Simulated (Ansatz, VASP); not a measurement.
One calculation of Ir, two programs

```
Ir
1.0
     2.75138    0.00000    0.00000
    -1.37569    2.38276    0.00000
     0.00000    0.00000    4.46229
Ir
2
Direct
  0.33333 0.66667 0.25000
  0.66667 0.33333 0.75000
```

Alike in both runs: task relaxation of cell and atoms; functional revPBE; dispersion D4; k mesh 11 × 11 × 6; occupations fermi-dirac, width 0.05 eV; no spin polarisation.

|  | VASP | Ansatz |
| --- | --- | --- |
| version | VASP 6.6.1 | Ansatz 0.2.0 |
| potentials or method | VASP PAW PBE potentials, release 64 (Ir) | Ansatz PAW |
| plane-wave cutoff (eV) | 600 | 420 |
| valence electrons in the cell | 18 | 34 |

VASP gave:

```
gap on the k mesh at the Fermi level, each at its own relaxed structure (eV) : none
relaxed volume (Å³/atom)                                                     : 14.09
relaxed cell length with the largest relative difference (Å)                 : 2.718
```

Estimate Ansatz's values.

gap on the k mesh at the Fermi level, each at its own relaxed structure (eV): none; relaxed volume (Å³/atom): 14.07; relaxed cell length with the largest relative difference (Å): 2.716.

VASP's potentials were made for PBE, not for revPBE. A gap of «none» marks a metal or a gap that the smearing closes. VASP's potentials hold 18 valence electrons a cell and Ansatz's 34, so a difference there can come from the potentials and not from the codes.

Neither program's run includes spin-orbit coupling. Noted on Ansatz's run: the plane-wave basis is chosen anew once the cell has moved, so the energies of steps on either side of that aren't comparable.
